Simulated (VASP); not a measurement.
# CdSe (P6_3mc) in VASP: notebook

Runs on CdSe. Level: PBEsol. Tasks: single point.

Program: VASP 6.6.1. These are calculated values, not measurements. Logs are shortened: lines on timing, memory, paths and dates and some standing lists are left out, and cuts for length are marked.

### Step 1. The cell of the first run

It takes space group P6_3mc (No. 186, hexagonal). The conventional cell has a = 4.280 Å, b = 4.280 Å, c = 7.054 Å, α = 90.00°, β = 90.00°, γ = 120.00°. Within 3.5 Å of Cd (site symmetry 3m) lie 4 Se at 2.63 Å. Se (site symmetry 3m) has 4 Cd at 2.63 Å within 3.5 Å.

### Step 2. Single point, PBEsol (in-plane strain -0.005, then relaxed in part)

INCAR

```
PREC = Accurate
ENCUT = 500
EDIFF = 1E-6
ISMEAR = 0
SIGMA = 0.01
LREAL = F
LASPH = T
NELM = 120
ALGO = Normal
ISIF = 2
LWAVE = F
LCHARG = T
GGA = PS
LELF = T
LVHAR = T
NBANDS = 26
GGA_COMPAT = F
```

KPOINTS

```
Automatic mesh
0
Gamma
  6 6 4
```

POSCAR

```
CdSe
1.0
    4.2795961547      0.0000000000      0.0000000000
   -2.1397980773      3.7062389879      0.0000000000
    0.0000000000      0.0000000000      7.0541121766
Cd Se
2 2
Direct
    0.3333333333      0.6666666667      0.0057512411
    0.6666666667      0.3333333333      0.5057512411
    0.3333333333      0.6666666667      0.3792487589
    0.6666666667      0.3333333333      0.8792487589
```

Potentials or basis: VASP PAW PBE potentials, release 64 (Cd, Se).

Launch:

```
$ cat potpaw_PBE.64/Cd/POTCAR potpaw_PBE.64/Se/POTCAR > POTCAR
$ mpirun -np 1 vasp_std > vasp.out
```

OUTCAR:

```text
PREC = Accurate
   ENCUT = 500
   EDIFF = 1E-6
   ISMEAR = 0
   LREAL = F
   LASPH = T
   NELM = 120
   ISIF = 2
   GGA = PS

 ion  position               nearest neighbor table
   1  0.333  0.667  0.006-   4 2.63   4 2.63   4 2.63   3 2.63
   2  0.667  0.333  0.506-   3 2.63   3 2.63   3 2.63   4 2.63
   3  0.333  0.667  0.379-   2 2.63   2 2.63   2 2.63   1 2.63
   4  0.667  0.333  0.879-   1 2.63   1 2.63   1 2.63   2 2.63

  LATTYP: Found a hexagonal cell.
 ALAT       =     4.2795961547
 C/A-ratio  =     1.6483125794

  Lattice vectors:

 A1 = (   4.2795961547,   0.0000000000,   0.0000000000)
 A2 = (  -2.1397980773,   3.7062389879,   0.0000000000)
 A3 = (   0.0000000000,   0.0000000000,   7.0541121766)

Analysis of symmetry for initial positions (statically):
=====================================================================
 Subroutine PRICEL returns:
 Original cell was already a primitive cell.

 Routine SETGRP: Setting up the symmetry group for a
 hexagonal supercell.

 Subroutine GETGRP returns: Found 12 space group operations
 (whereof  6 operations were pure point group operations)
 out of a pool of 24 trial point group operations.

The static configuration has the point symmetry C_3v.
 The point group associated with its full space group is C_6v.

Analysis of symmetry for dynamics (positions and initial velocities):
=====================================================================
 Subroutine PRICEL returns:
 Original cell was already a primitive cell.

 Routine SETGRP: Setting up the symmetry group for a
 hexagonal supercell.

 Subroutine GETGRP returns: Found 12 space group operations
 (whereof  6 operations were pure point group operations)
 out of a pool of 24 trial point group operations.

The dynamic configuration has the point symmetry C_3v.
 The point group associated with its full space group is C_6v.

 Subroutine INISYM returns: Found 12 space group operations
 (whereof  6 operations are pure point group operations),
 and found     1 'primitive' translations

----------------------------------------------------------------------------------------

                                     Primitive cell

  volume of cell :     111.8867

  direct lattice vectors                    reciprocal lattice vectors
     4.279596155  0.000000000  0.000000000     0.233666908  0.134907652  0.000000000
[... 84 lines left out ...]
   ENCUT  =  500.0 eV  36.75 Ry    6.06 a.u.   7.80  7.80 12.86*2*pi/ulx,y,z
   NELM   =    120;   NELMIN=  2; NELMDL= -5     # of ELM steps
   EDIFF  = 0.1E-05   stopping-criterion for ELM
   LREAL  =      F    real-space projection
   EDIFFG = 0.1E-04   stopping-criterion for IOM
   NSW    =      0    number of steps for IOM
   IBRION =     -1    ionic relax: 0-MD 1-quasi-New 2-CG
   NFREE  =      0    steps in history (QN), initial steepest desc. (CG)
   ISIF   =      2    stress and relaxation
   ISYM   =      2    0-nonsym 1-usesym 2-fastsym
   POTIM  = 0.5000    time-step for ionic-motion
   TEBEG  =    0.0;   TEEND  =   0.0 temperature during run
   PSTRESS=    0.0 pullay stress
   NELECT =      36.0000    total number of electrons
   NUPDOWN=      -1.0000    fix difference up-down
   EMIN   =  10.00;   EMAX   =-10.00  energy-range for DOS
   EFERMI =   0.00;   METHOD = LEGACY
   ISMEAR =     0;   SIGMA  =   0.01  broadening in eV -4-tet -1-fermi 0-gaus
   EFERMI_NEDOS =   21; number of points for ismear=-14 and -15
   IALGO  =     38    algorithm
   IMIX   =      4    mixing-type and parameters
     AMIX     =   0.40;   BMIX     =  1.00
     AMIX_MAG =   1.60;   BMIX_MAG =  1.00
  volume/ion in A,a.u.               =      27.97       188.76
  Fermi-wavevector in a.u.,A,eV,Ry     =   1.121802  2.119898 17.122107  1.258439
  Thomas-Fermi vector in A             =   2.258458
   LORBIT       =      0    0 simple, 1 ext, 2 COOP (PROOUT), +10 PAW based schemes
   GGA     = PS    functional components
   LHFCALC =     F    Hartree Fock is set to
   AEXX    =    0.0000 exact exchange contribution
   IVDW    =     0    specifies the selected vdW correction
   LEPSILON=     F    determine dielectric tensor
   LRPA    =     F    only Hartree local field effects (RPA)
 non-spin polarized calculation
 Gauss-broadening in eV      SIGMA  =   0.01
  energy-cutoff  :      500.00
  volume of cell :      111.89
 maximum number of plane-waves:      2858
 NGX is ok and might be reduce to    32
   NGX = 15   NGY = 15   NGZ = 25

 number of electron      35.9999993 magnetization

 Free energy of the ion-electron system (eV)
  ---------------------------------------------------
  ext. energy  EPLUGINS =         0.00000000
  ---------------------------------------------------
  free energy    TOTEN  =       -12.34355915 eV

  energy without entropy =      -12.34355915  energy(sigma->0) =      -12.34355915

 E-fermi :   0.9341     XC(G=0):  -9.1172

 val. band max:        0.8786303150   @ k =   0.0000   0.0000   0.0000
 cond. band min:       1.4097399440   @ k =   0.0000   0.0000   0.0000
 fundamental gap:      0.5311096290
 Fermi energy:         0.9340814939

 k-point     1 :       0.0000    0.0000    0.0000
  band No.  band energies     occupation
      1     -11.7989      2.00000
      2     -11.4142      2.00000
      3      -7.0700      2.00000
      4      -7.0569      2.00000
      5      -7.0569      2.00000
      6      -6.9869      2.00000
[... 598 lines left out ...]
     25       9.6329      0.00000
     26       9.6364      0.00000

------------------------ aborting loop because EDIFF is reached ----------------------------------------

  FORCE on cell =-STRESS in cart. coord.  units (eV):
  Direction    XX          YY          ZZ          XY          YZ          ZX
  --------------------------------------------------------------------------------------
  -------------------------------------------------------------------------------------
  Total        0.5536967      0.5536967      0.2335891      0.0000000      0.0000000      0.0000000
  in kB        7.9287364      7.9287364      3.3449116      0.0000000      0.0000000      0.0000000
  external PRESSURE =       6.4007948 kB  Pullay stress =       0.0000000 kB

 VOLUME and BASIS-vectors are now :
 -----------------------------------------------------------------------------
  energy-cutoff  :      500.00
  volume of cell :      111.89
      direct lattice vectors                 reciprocal lattice vectors
     4.279596155  0.000000000  0.000000000     0.233666908  0.134907652  0.000000000
    -2.139798077  3.706238988  0.000000000     0.000000000  0.269815304  0.000000000
     0.000000000  0.000000000  7.054112177     0.000000000  0.000000000  0.141761284

 POSITION                                       TOTAL-FORCE (eV/Angst)
 -----------------------------------------------------------------------------------
     -0.00000      2.47083      0.04057        -0.000000      0.000000      0.002414
      2.13980      1.23541      3.56763         0.000000     -0.000000      0.002414
     -0.00000      2.47083      2.67526        -0.000000      0.000000     -0.002414
      2.13980      1.23541      6.20232         0.000000     -0.000000     -0.002414
 -----------------------------------------------------------------------------------
    total drift:                               -0.000000     -0.000000      0.000725

  FREE ENERGIE OF THE ION-ELECTRON SYSTEM (eV)
  ---------------------------------------------------
  free  energy   TOTEN  =       -12.3435591499 eV

  energy  without entropy=      -12.3435591499  energy(sigma->0) =      -12.34355915
```

OSZICAR:

```text
N       E                     dE             d eps       ncg     rms          rms(c)
DAV:   1     0.232172702317E+03    0.23217E+03   -0.16858E+04  1092   0.121E+03
DAV:   2    -0.119067190224E+01   -0.23336E+03   -0.22619E+03  1234   0.304E+02
DAV:   3    -0.130116231911E+02   -0.11821E+02   -0.11760E+02  1298   0.688E+01
DAV:   4    -0.131041376895E+02   -0.92514E-01   -0.92444E-01  1196   0.579E+00
DAV:   5    -0.131046934436E+02   -0.55575E-03   -0.55574E-03  1288   0.432E-01    0.854E+00
DAV:   6    -0.123850571920E+02    0.71964E+00   -0.13160E+00  1388   0.121E+01    0.681E+00
DAV:   7    -0.123476440111E+02    0.37413E-01   -0.47914E-01  1162   0.362E+00    0.281E+00
DAV:   8    -0.123439954449E+02    0.36486E-02   -0.53356E-02  1146   0.238E+00    0.358E-01
DAV:   9    -0.123434722537E+02    0.52319E-03   -0.70923E-03  1200   0.100E+00    0.107E-01
DAV:  10    -0.123435066322E+02   -0.34379E-04   -0.67906E-04  1154   0.279E-01    0.598E-02
DAV:  11    -0.123435683845E+02   -0.61752E-04   -0.17264E-04  1170   0.883E-02    0.270E-02
DAV:  12    -0.123435574833E+02    0.10901E-04   -0.47026E-05  1200   0.760E-02    0.909E-03
DAV:  13    -0.123435599429E+02   -0.24597E-05   -0.10487E-05  1130   0.141E-02    0.869E-03
DAV:  14    -0.123435591499E+02    0.79306E-06   -0.16432E-06   854   0.101E-02
   1 F= -.12343559E+02 E0= -.12343559E+02  d E =-.346926E-17
```

Wall time 92 s (1 thread of AMD EPYC 7R13, shared host); peak memory 0.21 GiB.

What came out:

* Free energy: -12.3436 eV
* Pressure: 0.6 GPa
* Band gap on the k mesh: 0.53 eV

Forces on the atoms (eV/Å):
```
Cd   0.000  0.000  0.002
Cd   0.000  0.000  0.002
Se   0.000  0.000 -0.002
Se   0.000  0.000 -0.002
```

Caveat: the cell differs from its parent crystal (in-plane strain -0.005, then relaxed in part); the PAW data sets were made with another functional, which shifts forces and pressure a little.

(Continued in part 2 of 2.)
